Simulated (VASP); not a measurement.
Set up this calculation in VASP 6.6.1, as the native input.

```
Task                   : relaxation of cell and atoms
Functional             : LDA
Potentials or basis    : VASP PAW LDA potentials, release 64 (Al)
Cutoff                 : 600 eV
k mesh                 : 8 × 8 × 8
Occupations            : methfessel-paxton, width 0.05 eV
Spin                   : no spin polarisation
Dipole correction      : no
Further INCAR settings : ALGO = Normal; EDIFF = 1e-06; IBRION = 2; EDIFFG = -0.01; NSW = 60; ISIF = 3
```

The structure of Al lies in POSCAR:

```
Al
1.0
    0.0000000000      1.9867049830      1.9867049830
    1.9867049830      0.0000000000      1.9867049830
    1.9867049830      1.9867049830      0.0000000000
Al
1
Direct
    0.0000000000      0.0000000000      0.0000000000
```

These files were run (other wordings do the same):

INCAR

```
SYSTEM = Al
PREC = Accurate
ENCUT = 600
EDIFF = 1E-6
ISMEAR = 1
SIGMA = 0.05
LREAL = .False.
LASPH = .True.
NELM = 60
ALGO = Normal
ISIF = 3
LWAVE = .False.
LCHARG = .False.
GGA = CA
IBRION = 2
NSW = 60
EDIFFG = -0.01
```

KPOINTS

```
Automatic mesh
0
Gamma
  8 8 8
  0 0 0
```

Potentials or basis: VASP PAW LDA potentials, release 64 (Al).

The run is started by

```bash
$ cat potpaw_LDA.64/Al/POTCAR > POTCAR
$ mpirun -np 1 vasp_std > vasp.out
```

It gave:

| Quantity | Value |
| --- | --- |
| Relaxed volume | 15.85 Å³/atom |
| Relaxed cell | a = 2.820 Å, b = 2.820 Å, c = 2.820 Å, α = 60.00°, β = 60.00°, γ = 60.00° |
| Space group after relaxing (to 0.05 Å) | Fm-3m (No. 225) |
| Energy gained by relaxing | 0.5 meV/atom |
| Ionic steps | 3 |
| Pressure after relaxing | 0.0 GPa |

Wall time 1.6 s on 1 thread of Intel(R) Xeon(R) 6975P-C (Granite Rapids), with other jobs on the host, peak memory 0.12 GiB.
